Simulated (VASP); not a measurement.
# Se (R-3m) in VASP: notebook

Se is run at these levels: r2SCAN+D3(BJ); tasks: single point.

All numbers are computed with VASP 6.6.1; they aren't measurements. Logs are shortened: lines on timing, memory, paths and dates and some standing lists are left out, and cuts for length are marked.

## Step 1: The cell of the first run

The structure is trigonal, space group R-3m (No. 166). Conventional cell: a = 3.818 Å, b = 3.818 Å, c = 2.623 Å, α = 90.00°, β = 90.00°, γ = 120.00°. Se (site symmetry -3m) has 14 Se at 2.37 to 2.81 Å within 3.1 Å.

## Step 2: Single point, r2SCAN+D3(BJ)

POSCAR reads:

```
Se
1.0
    1.9088227646      1.1020600626      0.8742606581
   -1.9088227646      1.1020600626      0.8742606581
    0.0000000000     -2.2041201253      0.8742606581
Se
1
Direct
    0.0000000000      0.0000000000      0.0000000000
```

INCAR.step1 reads:

```
ALGO = Normal ; EDIFF = 1E-4
ENCUT = 520 ; GGA = PE
ISMEAR = 1 ; LASPH = T
LCHARG = F ; LREAL = F
LWAVE = T ; NBANDS = 9
NELM = 60 ; PREC = Accurate
SIGMA = 0.1
```

INCAR.step2 reads:

```
ALGO = Normal ; EDIFF = 1E-7
ENCUT = 520 ; ISIF = 2
ISMEAR = 1 ; ISTART = 1
IVDW = 12 ; LASPH = T
LCHARG = F ; LMIXTAU = T
LREAL = F ; LWAVE = F
METAGGA = R2SCAN ; NBANDS = 9
NELM = 60 ; PREC = Accurate
SIGMA = 0.1 ; VDW_A1 = 0.49484001
VDW_A2 = 5.73083694 ; VDW_S6 = 1.0
VDW_S8 = 0.78981345
```

KPOINTS reads:

```
k-points
0
Gamma
  13 13 13
```

Potentials or basis: VASP PAW PBE potentials, release 64 (Se).

Started as:

```
$ cat potpaw_PBE.64/Se/POTCAR > POTCAR
$ cp INCAR.step1 INCAR
$ mpirun -np 1 vasp_std > vasp.out
$ cp INCAR.step2 INCAR
$ mpirun -np 1 vasp_std > vasp.out
```

OUTCAR:

```text
EDIFF = 1E-7
   ENCUT = 520
   ISIF = 2
   ISMEAR = 1
   ISTART = 1
   IVDW = 12
   LASPH = T
   LREAL = F
   METAGGA = R2SCAN
   NELM = 60
   PREC = Accurate
 IVDW          = 12

 ion  position               nearest neighbor table
   1  0.000  0.000  0.000-

  LATTYP: Found a trigonal (rhomboedric) cell.
 ALAT       =     2.3711753260
 COS(alpha) =    -0.2960861593

  Lattice vectors:

 A1 = (   1.9088227646,   1.1020600626,   0.8742606581)
 A2 = (  -1.9088227646,   1.1020600626,   0.8742606581)
 A3 = (   0.0000000000,  -2.2041201253,   0.8742606581)

Analysis of symmetry for initial positions (statically):
=====================================================================
 Subroutine PRICEL returns:
 Original cell was already a primitive cell.

 Routine SETGRP: Setting up the symmetry group for a
 trigonal (rhombohedral) supercell.

 Subroutine GETGRP returns: Found 12 space group operations
 (whereof 12 operations were pure point group operations)
 out of a pool of 12 trial point group operations.

The static configuration has the point symmetry D_3d.

Analysis of symmetry for dynamics (positions and initial velocities):
=====================================================================
 Subroutine PRICEL returns:
 Original cell was already a primitive cell.

 Routine SETGRP: Setting up the symmetry group for a
 trigonal (rhombohedral) supercell.

 Subroutine GETGRP returns: Found 12 space group operations
 (whereof 12 operations were pure point group operations)
 out of a pool of 12 trial point group operations.

The dynamic configuration has the point symmetry D_3d.

 Subroutine INISYM returns: Found 12 space group operations
 (whereof 12 operations are pure point group operations),
 and found     1 'primitive' translations

----------------------------------------------------------------------------------------

                                     Primitive cell

  volume of cell :      11.0348

  direct lattice vectors                    reciprocal lattice vectors
     1.908822765  1.102060063  0.874260658     0.261941553  0.151231927  0.381274544
    -1.908822765  1.102060063  0.874260658    -0.261941553  0.151231927  0.381274544
     0.000000000 -2.204120125  0.874260658     0.000000000 -0.302463854  0.381274544

  length of vectors
     2.371175326  2.371175326  2.371176338     0.486677255  0.486677255  0.486677162

  position of ions in fractional coordinates (direct lattice)
     0.000000000  0.000000000  0.000000000

[... 79 lines left out ...]
   IBRION =     -1    ionic relax: 0-MD 1-quasi-New 2-CG
   NFREE  =      0    steps in history (QN), initial steepest desc. (CG)
   ISIF   =      2    stress and relaxation
   ISYM   =      2    0-nonsym 1-usesym 2-fastsym
   POTIM  = 0.5000    time-step for ionic-motion
   TEBEG  =    0.0;   TEEND  =   0.0 temperature during run
   PSTRESS=    0.0 pullay stress
   NELECT =       6.0000    total number of electrons
   NUPDOWN=      -1.0000    fix difference up-down
   EMIN   =  10.00;   EMAX   =-10.00  energy-range for DOS
   EFERMI =   0.00;   METHOD = LEGACY
   ISMEAR =     1;   SIGMA  =   0.10  broadening in eV -4-tet -1-fermi 0-gaus
   EFERMI_NEDOS =   21; number of points for ismear=-14 and -15
   IALGO  =     38    algorithm
   IMIX   =      4    mixing-type and parameters
     AMIX     =   0.40;   BMIX     =  1.00
     AMIX_MAG =   1.60;   BMIX_MAG =  1.00
  volume/ion in A,a.u.               =      11.03        74.47
  Fermi-wavevector in a.u.,A,eV,Ry     =   1.336198  2.525049 24.292192  1.785426
  Thomas-Fermi vector in A             =   2.464843
   LORBIT       =      0    0 simple, 1 ext, 2 COOP (PROOUT), +10 PAW based schemes
   METAGGA = R2SCAN    functional components
   LHFCALC =     F    Hartree Fock is set to
   AEXX    =    0.0000 exact exchange contribution
   IVDW    =    12    specifies the selected vdW correction
   LEPSILON=     F    determine dielectric tensor
   LRPA    =     F    only Hartree local field effects (RPA)
 non-spin polarized calculation
 Methfessel and Paxton  Order N= 1 SIGMA  =   0.10
  energy-cutoff  :      520.00
  volume of cell :       11.03
 maximum number of plane-waves:       307
 NGX is ok and might be reduce to    18
   NGX =  9   NGY =  9   NGZ =  9

 number of electron       6.0000000 magnetization

 Free energy of the ion-electron system (eV)
  ---------------------------------------------------
  ext. energy  EPLUGINS =         0.00000000
  ---------------------------------------------------
  free energy    TOTEN  =       -10.62490135 eV

  energy without entropy =      -10.62498931  energy(sigma->0) =      -10.62493067

 E-fermi :  15.3813     XC(G=0): -14.4209

 val. band max:       15.3692289925   @ k =  -0.2308   0.0769   0.0769
 cond. band min:      15.3899247043   @ k =  -0.4615   0.0769   0.0769
 fundamental gap:      0.0206957119
 Fermi energy:        15.3812505933

 k-point     1 :       0.0000    0.0000    0.0000
  band No.  band energies     occupation
      1      -9.8252      2.00000
      2      21.2146      0.00000
      3      23.7476      0.00000
      4      23.7476      0.00000
      5      28.2087      0.00000
      6      28.2087      0.00000
      7      30.9565      0.00000
      8      35.0781      0.00000
      9      35.0781      0.00000
[... 265 lines left out ...]
 k-point    24 :       0.4615    0.1538    0.0000
  band No.  band energies     occupation
      1      -1.5383      2.00000
      2       2.1160      2.00000
      3      12.5544      2.00000
      4      18.4702      0.00000
      5      25.9643      0.00000
      6      30.8164      0.00000
      7      36.6209      0.00000
      8      37.9760      0.00000
      9      43.3066      0.00000

 [... further k-points ...]

------------------------ aborting loop because EDIFF is reached ----------------------------------------

 Edisp (eV)   -0.37692

 E8    (eV) :    -0.1196

  FORCE on cell =-STRESS in cart. coord.  units (eV):
  Direction    XX          YY          ZZ          XY          YZ          ZX
  --------------------------------------------------------------------------------------
  -------------------------------------------------------------------------------------
  Total      11.97143    11.97144    11.77245     0.00000    -0.00000     0.00000
  in kB    1738.17501  1738.17730  1709.28532     0.00000    -0.00000     0.00000
  external pressure =     1728.55 kB  Pullay stress =        0.00 kB

 VOLUME and BASIS-vectors are now :
 -----------------------------------------------------------------------------
  energy-cutoff  :      520.00
  volume of cell :       11.03
      direct lattice vectors                 reciprocal lattice vectors
     1.908822765  1.102060063  0.874260658     0.261941553  0.151231927  0.381274544
    -1.908822765  1.102060063  0.874260658    -0.261941553  0.151231927  0.381274544
     0.000000000 -2.204120125  0.874260658     0.000000000 -0.302463854  0.381274544

 POSITION                                       TOTAL-FORCE (eV/Angst)
 -----------------------------------------------------------------------------------
      0.00000      0.00000      0.00000         0.000000      0.000000      0.000000
 -----------------------------------------------------------------------------------
    total drift:                                0.000000      0.000000      0.000000

  FREE ENERGIE OF THE ION-ELECTRON SYSTEM (eV)
  ---------------------------------------------------
  free  energy   TOTEN  =       -11.0018210901 eV

  energy  without entropy=      -11.0019090474  energy(sigma->0) =      -11.00185041
```

Run time: 45 s. Hardware: 1 thread of Intel Xeon Platinum 8488C (Sapphire Rapids), shared host; peak memory 0.15 GiB.

Results:

```yaml
Free_energy: -11.0018 eV
Pressure: 172.9 GPa
Band_gap_on_the_k_mesh: zero (band 3 reaches 23.75 eV, above the bottom of band 4 at 7.66 eV)
Dispersion_energy_per_atom: -0.377 eV
```

Caveat: the PAW data sets were made with another functional, which shifts forces and pressure a little; pairwise dispersion overbinds metals, which lowers pressure and volume.

## Step 3: Single point, r2SCAN+D3(BJ)

This run uses another cell than the first one, of 11.32 Å³/atom, 1.026 times its volume.

POSCAR reads:

```
Se
1.0
    1.9250000000      1.1114000000      0.8816700000
   -1.9250000000      1.1114000000      0.8816700000
    0.0000000000     -2.2228000000      0.8816700000
Se
1
Direct
    0.0000000000      0.0000000000      0.0000000000
```

INCAR.step1 reads:

```
PREC = Accurate
ENCUT = 520
ISMEAR = 1
SIGMA = 0.1
LREAL = False
LASPH = True
NELM = 100
NBANDS = 9
GGA = PE
ALGO = Normal
EDIFF = 1E-4
LWAVE = True
LCHARG = False
```

INCAR.step2 reads:

```
PREC = Accurate
ENCUT = 520
EDIFF = 1E-6
ISMEAR = 1
SIGMA = 0.1
LREAL = False
LASPH = True
NELM = 100
ALGO = Normal
ISIF = 2
LWAVE = False
LCHARG = False
METAGGA = R2SCAN
LMIXTAU = True
IVDW = 12
VDW_S6 = 1.0
VDW_S8 = 0.78981345
VDW_A1 = 0.49484001
VDW_A2 = 5.73083694
NBANDS = 9
ISTART = 1
```

KPOINTS reads:

```
regular mesh
0
Gamma
  13 13 13
```

Potentials or basis: VASP PAW PBE potentials, release 64 (Se).

Started as:

```
$ cat potpaw_PBE.64/Se/POTCAR > POTCAR
$ cp INCAR.step1 INCAR
$ mpirun -np 1 vasp_std > vasp.out
$ cp INCAR.step2 INCAR
$ mpirun -np 1 vasp_std > vasp.out
```

OUTCAR:

```text
PREC = Accurate
   ENCUT = 520
   EDIFF = 1E-6
   ISMEAR = 1
   LREAL = False
   LASPH = True
   NELM = 100
   ISIF = 2
   METAGGA = R2SCAN
   IVDW = 12
   ISTART = 1
 IVDW          = 12

 ion  position               nearest neighbor table
   1  0.000  0.000  0.000-

  LATTYP: Found a trigonal (rhomboedric) cell.
 ALAT       =     2.3912709903
 COS(alpha) =    -0.2960861593

  Lattice vectors:

 A1 = (   1.9250000000,   1.1114000000,   0.8816700000)
 A2 = (  -1.9250000000,   1.1114000000,   0.8816700000)
 A3 = (   0.0000000000,  -2.2228000000,   0.8816700000)

Analysis of symmetry for initial positions (statically):
=====================================================================
 Subroutine PRICEL returns:
 Original cell was already a primitive cell.

 Routine SETGRP: Setting up the symmetry group for a
 trigonal (rhombohedral) supercell.

 Subroutine GETGRP returns: Found 12 space group operations
 (whereof 12 operations were pure point group operations)
 out of a pool of 12 trial point group operations.

The static configuration has the point symmetry D_3d.

Analysis of symmetry for dynamics (positions and initial velocities):
[... 164 lines left out ...]

 k-point     1 :       0.0000    0.0000    0.0000
  band No.  band energies     occupation
      1      -9.8921      2.00000
      2      20.4654      0.00000
      3      22.9474      0.00000
      4      22.9474      0.00000
      5      27.6286      0.00000
      6      27.6286      0.00000
      7      30.3110      0.00000
      8      34.5051      0.00000
      9      34.5051      0.00000
[... 265 lines left out ...]
 k-point    24 :       0.4615    0.1538   -0.0000
  band No.  band energies     occupation
      1      -1.8495      2.00000
      2       1.9358      2.00000
      3      12.1141      2.00000
      4      17.9072      0.00000
      5      25.3561      0.00000
      6      30.0763      0.00000
      7      35.8703      0.00000
      8      37.2039      0.00000
      9      42.4751      0.00000

 [... further k-points ...]

------------------------ aborting loop because EDIFF is reached ----------------------------------------

 Edisp (eV)   -0.36740

 E8    (eV) :    -0.1166

  FORCE on cell =-STRESS in cart. coord.  units (eV):
  Direction    XX          YY          ZZ          XY          YZ          ZX
  --------------------------------------------------------------------------------------
  -------------------------------------------------------------------------------------
  Total      11.05072    11.05073    11.15808    -0.00000    -0.00000     0.00000
  in kB    1564.38118  1564.38324  1579.58001    -0.00000    -0.00000     0.00000
  external pressure =     1569.45 kB  Pullay stress =        0.00 kB

 VOLUME and BASIS-vectors are now :
 -----------------------------------------------------------------------------
  energy-cutoff  :      520.00
  volume of cell :       11.32
      direct lattice vectors                 reciprocal lattice vectors
     1.925000000  1.111400000  0.881670000     0.259740260  0.149961010  0.378070404
    -1.925000000  1.111400000  0.881670000    -0.259740260  0.149961010  0.378070404
     0.000000000 -2.222800000  0.881670000     0.000000000 -0.299922020  0.378070404

 POSITION                                       TOTAL-FORCE (eV/Angst)
 -----------------------------------------------------------------------------------
      0.00000      0.00000      0.00000         0.000000      0.000000     -0.000000
 -----------------------------------------------------------------------------------
    total drift:                               -0.000000      0.000000      0.000000

  FREE ENERGIE OF THE ION-ELECTRON SYSTEM (eV)
  ---------------------------------------------------
  free  energy   TOTEN  =       -11.2927605695 eV

  energy  without entropy=      -11.2923457415  energy(sigma->0) =      -11.29262229
```

OUTCAR.step1:

```text
PREC = Accurate
   ENCUT = 520
   ISMEAR = 1
   LREAL = False
   LASPH = True
   NELM = 100
[... 504 lines left out ...]

 POSITION                                       TOTAL-FORCE (eV/Angst)
 -----------------------------------------------------------------------------------
      0.00000      0.00000      0.00000         0.000000     -0.000000      0.000000
 -----------------------------------------------------------------------------------
    total drift:                               -0.000000      0.000000      0.000000

  FREE ENERGIE OF THE ION-ELECTRON SYSTEM (eV)
  ---------------------------------------------------
  free  energy   TOTEN  =        -0.2670864353 eV

  energy  without entropy=       -0.2664064538  energy(sigma->0) =       -0.26685977
```

Wall time 37 s (1 thread of Intel Xeon Platinum 8488C (Sapphire Rapids), shared host); peak memory 0.15 GiB.

Results:

```yaml
Free_energy: -11.2928 eV
Pressure: 156.9 GPa
Band_gap_on_the_k_mesh: zero (band 3 reaches 22.95 eV, above the bottom of band 4 at 7.37 eV)
Dispersion_energy_per_atom: -0.367 eV
```

Stress tensor (GPa, compression positive):
```
156.44   0.00   0.00
  0.00 156.44   0.00
  0.00   0.00 157.96
```

Levels at points of the mesh, in eV from the Fermi level:
| k point | band 1 | band 2 | band 3 | band 4 | band 5 | band 6 | band 7 | band 8 |
| --- | --- | --- | --- | --- | --- | --- | --- | --- |
| (0.00, 0.00, 0.00) | -24.74 | 5.62 | 8.10 | 8.10 | 12.79 | 12.79 | 15.47 | 19.66 |

Caveat: the PAW data sets were made with another functional, which shifts forces and pressure a little; pairwise dispersion overbinds metals, which lowers pressure and volume.
